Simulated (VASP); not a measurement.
# SnTe in VASP: further runs, part 2 of 2

VASP 6.6.1.

### Step 4. Single point, r2SCAN+D4

This run uses another cell than the first one, of 46.62 Å³/atom, 0.990 times its volume.

File POSCAR:

```
SnTe
1.0
    0.0000000000      3.6111460000      3.5750345400
    3.6111460000      0.0000000000      3.5750345400
    3.6111460000      3.6111460000      0.0000000000
Sn Te
1 1
Direct
    0.0000000000      0.0000000000      0.0000000000
    0.7500000000      0.7500000000      0.7500000000
```

File INCAR.step1:

```
PREC = Accurate
ENCUT = 520
ISMEAR = -1
SIGMA = 0.05
LREAL = F
LASPH = T
NELM = 60
NBANDS = 17
GGA = PE
ALGO = Normal
EDIFF = 1E-4
LWAVE = T
LCHARG = F
```

File INCAR.step2:

```
PREC = Accurate
ENCUT = 520
EDIFF = 1E-6
ISMEAR = -1
SIGMA = 0.05
LREAL = F
LASPH = T
NELM = 60
ALGO = Normal
ISIF = 2
LWAVE = F
LCHARG = F
METAGGA = R2SCAN
LMIXTAU = T
IVDW = 13
VDW_S6 = 1.0
VDW_S8 = 0.6018749
VDW_A1 = 0.51559235
VDW_A2 = 5.77342911
NBANDS = 17
ISTART = 1
```

File KPOINTS:

```
Automatic mesh
0
Gamma
  5 5 5
```

Potentials or basis: VASP PAW PBE potentials, release 64 (Sn_d, Te).

The run is started by

```
> cat potpaw_PBE.64/Sn_d/POTCAR potpaw_PBE.64/Te/POTCAR > POTCAR
> cp INCAR.step1 INCAR
> mpirun -np 1 vasp_std > vasp.out
> cp INCAR.step2 INCAR
> mpirun -np 1 vasp_std > vasp.out
```

OUTCAR:

```text
PREC = Accurate
   ENCUT = 520
   EDIFF = 1E-6
   ISMEAR = -1
   LREAL = F
   LASPH = T
   NELM = 60
   ISIF = 2
   METAGGA = R2SCAN
   IVDW = 13
   ISTART = 1

 ion  position               nearest neighbor table
   1  0.000  0.000  0.000-   2 3.12   2 3.12   2 3.12   2 3.12
   2  0.750  0.750  0.750-   1 3.12   1 3.12   1 3.12   1 3.12

  LATTYP: Found a body centered tetragonal cell.
 ALAT       =     5.1069316489
 C/A-ratio  =     1.4000714267

  Lattice vectors:

 A1 = (   0.0000000000,  -3.6111460000,  -3.5750345400)
 A2 = (   0.0000000000,   3.6111460000,  -3.5750345400)
 A3 = (   3.6111460000,   0.0000000000,   3.5750345400)

Analysis of symmetry for initial positions (statically):
=====================================================================
 Subroutine PRICEL returns:
 Original cell was already a primitive cell.

 Routine SETGRP: Setting up the symmetry group for a
 body centered tetragonal supercell.

 Subroutine GETGRP returns: Found  8 space group operations
 (whereof  8 operations were pure point group operations)
 out of a pool of 16 trial point group operations.

The static configuration has the point symmetry D_2d.

Analysis of symmetry for dynamics (positions and initial velocities):
=====================================================================
 Subroutine PRICEL returns:
 Original cell was already a primitive cell.

 Routine SETGRP: Setting up the symmetry group for a
 body centered tetragonal supercell.

 Subroutine GETGRP returns: Found  8 space group operations
 (whereof  8 operations were pure point group operations)
 out of a pool of 16 trial point group operations.

The dynamic configuration has the point symmetry D_2d.

 Subroutine INISYM returns: Found  8 space group operations
 (whereof  8 operations are pure point group operations),
 and found     1 'primitive' translations

----------------------------------------------------------------------------------------

                                     Primitive cell

  volume of cell :      93.2396

  direct lattice vectors                    reciprocal lattice vectors
     0.000000000  3.611146000  3.575034540    -0.138460201  0.138460201  0.139858789
     3.611146000  0.000000000  3.575034540     0.138460201 -0.138460201  0.139858789
     3.611146000  3.611146000  0.000000000     0.138460201  0.138460201 -0.139858789

  length of vectors
     5.081461148  5.081461148  5.106931649     0.240630287  0.240630287  0.240630287

  position of ions in fractional coordinates (direct lattice)
     0.000000000  0.000000000  0.000000000
     0.750000000  0.750000000  0.750000000

  ion indices of the primitive-cell ions
   primitive index   ion index
                 1           1
                 2           2

----------------------------------------------------------------------------------------

 KPOINTS: Automatic mesh

Automatic generation of k-mesh.
 Grid dimensions read from file:
 generate k-points for:    5    5    5

 Generating k-lattice:

  Cartesian coordinates                     Fractional coordinates (reciprocal lattice)
    -0.027692040  0.027692040  0.027971758     0.200000000 -0.000000000  0.000000000
     0.027692040 -0.027692040  0.027971758    -0.000000000  0.200000000  0.000000000
     0.027692040  0.027692040 -0.027971758     0.000000000  0.000000000  0.200000000

  Length of vectors
     0.048126057  0.048126057  0.048126057

  Shift w.r.t. Gamma in fractional coordinates (k-lattice)
     0.000000000  0.000000000  0.000000000

 Subroutine IBZKPT returns following result:
 ===========================================

 Found     18 irreducible k-points:

 Following reciprocal coordinates:
            Coordinates               Weight
  0.000000  0.000000  0.000000      1.000000
  0.200000  0.000000  0.000000      8.000000
  0.400000  0.000000  0.000000      8.000000
  0.200000  0.200000  0.000000      2.000000
  0.400000  0.200000  0.000000      8.000000
 -0.400000  0.200000  0.000000      8.000000
[... 10 lines left out ...]
 -0.400000  0.000000  0.400000      8.000000
 -0.400000  0.200000  0.400000      8.000000
   k-points           NKPTS =     18   k-points in BZ     NKDIM =     18   number of bands    NBANDS=     17
   number of dos      NEDOS =    301   number of ions     NIONS =      2
   total plane-waves  NPLWV =  64000
   dimension x,y,z NGX =    40 NGY =   40 NGZ =   40
   dimension x,y,z NGXF=    80 NGYF=   80 NGZF=   80
   ions per type =               1   1
   NGX,Y,Z   is equivalent  to a cutoff of  13.09, 13.09, 13.02 a.u.
   NGXF,Y,Z  is equivalent  to a cutoff of  26.17, 26.17, 26.04 a.u.
 SYSTEM =  unknown system
   PREC   = accura    normal or accurate (medium, high low for compatibility)
   ISTART =      1    job   : 0-new  1-cont  2-samecut
   ICHARG =      0    charge: 1-file 2-atom 10-const
   ISPIN  =      1    spin polarized calculation?
   LNONCOLLINEAR =      F non collinear calculations
   LSORBIT =      F    spin-orbit coupling
   LASPH  =      T    aspherical Exc in radial PAW
   ENCUT  =  520.0 eV  38.22 Ry    6.18 a.u.   9.45  9.45  9.50*2*pi/ulx,y,z
   NELM   =     60;   NELMIN=  2; NELMDL=  0     # of ELM steps
   EDIFF  = 0.1E-05   stopping-criterion for ELM
   LREAL  =      F    real-space projection
   EDIFFG = 0.1E-04   stopping-criterion for IOM
   NSW    =      0    number of steps for IOM
   IBRION =     -1    ionic relax: 0-MD 1-quasi-New 2-CG
   NFREE  =      0    steps in history (QN), initial steepest desc. (CG)
   ISIF   =      2    stress and relaxation
   ISYM   =      2    0-nonsym 1-usesym 2-fastsym
   POTIM  = 0.5000    time-step for ionic-motion
   TEBEG  =    0.0;   TEEND  =   0.0 temperature during run
   PSTRESS=    0.0 pullay stress
   NELECT =      20.0000    total number of electrons
   NUPDOWN=      -1.0000    fix difference up-down
   EMIN   =  10.00;   EMAX   =-10.00  energy-range for DOS
   EFERMI =   0.00;   METHOD = LEGACY
   ISMEAR =    -1;   SIGMA  =   0.05  broadening in eV -4-tet -1-fermi 0-gaus
   EFERMI_NEDOS =   21; number of points for ismear=-14 and -15
   IALGO  =     38    algorithm
   IMIX   =      4    mixing-type and parameters
     AMIX     =   0.40;   BMIX     =  1.00
     AMIX_MAG =   1.60;   BMIX_MAG =  1.00
  volume/ion in A,a.u.               =      46.62       314.61
  Fermi-wavevector in a.u.,A,eV,Ry     =   0.979982  1.851897 13.066552  0.960365
  Thomas-Fermi vector in A             =   2.110877
   LORBIT       =      0    0 simple, 1 ext, 2 COOP (PROOUT), +10 PAW based schemes
   METAGGA = R2SCAN    functional components
   LHFCALC =     F    Hartree Fock is set to
   AEXX    =    0.0000 exact exchange contribution
   IVDW    =    13    specifies the selected vdW correction
   LEPSILON=     F    determine dielectric tensor
   LRPA    =     F    only Hartree local field effects (RPA)
 non-spin polarized calculation
  energy-cutoff  :      520.00
  volume of cell :       93.24
 maximum number of plane-waves:      2549
 NGX is ok and might be reduce to    40
   NGX = 19   NGY = 19   NGZ = 19

 number of electron      20.0000002 magnetization

 Free energy of the ion-electron system (eV)
  ---------------------------------------------------
  ext. energy  EPLUGINS =         0.00000000
  ---------------------------------------------------
  free energy    TOTEN  =       -50.06600098 eV

  energy without entropy =      -50.06494480  energy(sigma->0) =      -50.06547289

 E-fermi :   3.1928     XC(G=0):  -7.9957

 val. band max:        2.9457914478   @ k =  -0.4000   0.2000   0.4000
 cond. band min:       3.3726416889   @ k =   0.4000   0.4000   0.0000
 fundamental gap:      0.4268502411
 Fermi energy:         3.1928376618

 k-point     1 :       0.0000    0.0000    0.0000
  band No.  band energies     occupation
      1     -19.3723      2.00000
      2     -19.3723      2.00000
      3     -19.3717      2.00000
      4     -19.3588      2.00000
      5     -19.3581      2.00000
      6      -8.9388      2.00000
[... 9 lines left out ...]
     16      10.0193      0.00000
     17      11.0688      0.00000
[... 321 lines left out ...]
 k-point    18 :      -0.4000    0.2000    0.4000
  band No.  band energies     occupation
      1     -19.3750      2.00000
      2     -19.3701      2.00000
      3     -19.3688      2.00000
      4     -19.3586      2.00000
      5     -19.3581      2.00000
      6      -8.1627      2.00000
[... 9 lines left out ...]
     16      11.0892      0.00000
     17      12.1595      0.00000

------------------------ aborting loop because EDIFF is reached ----------------------------------------

  DFT-D4 for vdW energy calculation

  Edisp (eV):   -0.22151

  FORCE on cell =-STRESS in cart. coord.  units (eV):
  Direction    XX          YY          ZZ          XY          YZ          ZX
  --------------------------------------------------------------------------------------
  -------------------------------------------------------------------------------------
  Total      -0.39801    -0.39801    -0.39973     0.00000     0.00000     0.00000
  in kB      -6.83911    -6.83911    -6.86871     0.00000     0.00000     0.00000
  external pressure =       -6.85 kB  Pullay stress =        0.00 kB

 VOLUME and BASIS-vectors are now :
 -----------------------------------------------------------------------------
  energy-cutoff  :      520.00
  volume of cell :       93.24
      direct lattice vectors                 reciprocal lattice vectors
     0.000000000  3.611146000  3.575034540    -0.138460201  0.138460201  0.139858789
     3.611146000  0.000000000  3.575034540     0.138460201 -0.138460201  0.139858789
     3.611146000  3.611146000  0.000000000     0.138460201  0.138460201 -0.139858789

 POSITION                                       TOTAL-FORCE (eV/Angst)
 -----------------------------------------------------------------------------------
      0.00000      0.00000      0.00000        -0.000000     -0.000000     -0.000000
      5.41672      5.41672      5.36255         0.000000      0.000000      0.000000
 -----------------------------------------------------------------------------------
    total drift:                               -0.000002     -0.000002     -0.000002

  FREE ENERGIE OF THE ION-ELECTRON SYSTEM (eV)
  ---------------------------------------------------
  free  energy   TOTEN  =       -50.2875079341 eV

  energy  without entropy=      -50.2864517565  energy(sigma->0) =      -50.28697985
```

OUTCAR.step1:

```text
PREC = Accurate
   ENCUT = 520
   ISMEAR = -1
   LREAL = F
   LASPH = T
   NELM = 60
[... 571 lines left out ...]
 -----------------------------------------------------------------------------------
      0.00000      0.00000      0.00000        -0.000000     -0.000000      0.000000
      5.41672      5.41672      5.36255         0.000000      0.000000     -0.000000
 -----------------------------------------------------------------------------------
    total drift:                                0.000000      0.000000      0.000000

  FREE ENERGIE OF THE ION-ELECTRON SYSTEM (eV)
  ---------------------------------------------------
  free  energy   TOTEN  =        -7.0639135585 eV

  energy  without entropy=       -7.0620164523  energy(sigma->0) =       -7.06296501
```

It took 64 s on 1 thread of Intel Xeon 6975P-C (Granite Rapids), shared host; peak memory 0.26 GiB.

What came out:

* Free energy: -50.2875 eV
* Pressure: -0.7 GPa
* Band gap on the k mesh: 0.43 eV, indirect (least direct gap 0.94 eV)
* Dispersion energy per atom: -0.111 eV

Levels at points of the mesh, in eV from the valence-band top:
```tsv
k point	band 6	band 7	band 8	band 9	band 10	band 11	band 12	band 13	band 14	band 15
(0.00, 0.00, 0.00)	-11.88	-4.96	-1.94	-1.94	-1.90	1.28	1.31	1.31	4.51	6.96
```

Caveat: the PAW data sets were made with another functional, which shifts forces and pressure a little; spin-orbit coupling is left out, which moves the levels of the heavy elements.

### Step 5. The runs side by side

```tsv
cell	gap on the mesh (eV)	pressure (GPa)
a = 5.107 Å, angles 60.0°, 2 atoms	0.49	-0.9
a = 5.056, b = 5.056, c = 5.107 Å, angles 59.7, 59.7, 60.7°, 2 atoms	0.36	-0.4
a = 5.081, b = 5.081, c = 5.107 Å, angles 59.8, 59.8, 60.3°, 2 atoms	0.43	-0.7
```

Alike in all rows: task single point; level r2SCAN+D4; potentials or basis VASP PAW PBE potentials, release 64 (Sn_d, Te); no spin polarisation; k mesh 5 × 5 × 5; cutoff (eV) 520; smearing fermi-dirac 0.05 eV.

Caveats: the PAW data sets were made with another functional, which shifts forces and pressure a little; spin-orbit coupling is left out, which moves the levels of the heavy elements.

Absolute energies hang on the potentials; compare differences alone.
